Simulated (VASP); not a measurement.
Set up this calculation in VASP 6.6.1, as the native input.

- Task: single point
- Functional: LDA
- Potentials or basis: VASP PAW LDA potentials, release 64 (Cd, Te)
- Cutoff: 520 eV
- k mesh: 8 × 8 × 8
- Occupations: gaussian, width 0.05 eV
- Spin: no spin polarisation
- Dipole correction: no
- Further INCAR settings: ALGO = Normal; EDIFF = 1e-06; NBANDS = 16

The structure of CdTe lies in POSCAR:

```
CdTe
1.0
    0.0000000000      3.2050000000      3.2050000000
    3.2050000000      0.0000000000      3.2050000000
    3.2050000000      3.2050000000      0.0000000000
Cd Te
1 1
Direct
    0.0000000000      0.0000000000      0.0000000000
    0.7500000000      0.7500000000      0.7500000000
```

One way to write it, as run:

INCAR

```
PREC     = Accurate       # precision mode
ENCUT    = 520            # plane-wave cutoff, eV
EDIFF    = 1E-6           # SCF threshold, eV
ISMEAR   = 0              # smearing method
SIGMA    = 0.05           # smearing width, eV
LREAL    = False          # projectors in reciprocal space
LASPH    = True           # aspherical terms in the spheres
NELM     = 100            # most SCF steps
ALGO     = Normal         # electronic algorithm
ISIF     = 2              # what is computed and relaxed
LWAVE    = False          # write WAVECAR
LCHARG   = False          # write CHGCAR
NBANDS   = 16             # bands
```

KPOINTS

```
Automatic mesh
0
Gamma
  8 8 8
```

Potentials or basis: VASP PAW LDA potentials, release 64 (Cd, Te).

The run is started by

```console
$ cat potpaw_LDA.64/Cd/POTCAR potpaw_LDA.64/Te/POTCAR > POTCAR
$ mpirun -np 1 vasp_std > vasp.out
```

It gave:

```
Pressure               : 0.2 GPa
Band gap on the k mesh : 0.65 eV, direct
```

Caveat: spin-orbit coupling is left out, which moves the levels of the heavy elements.

It took 13 s on 1 thread of Intel(R) Xeon(R) 6975P-C (Granite Rapids), on a shared host, peak memory 0.18 GiB.
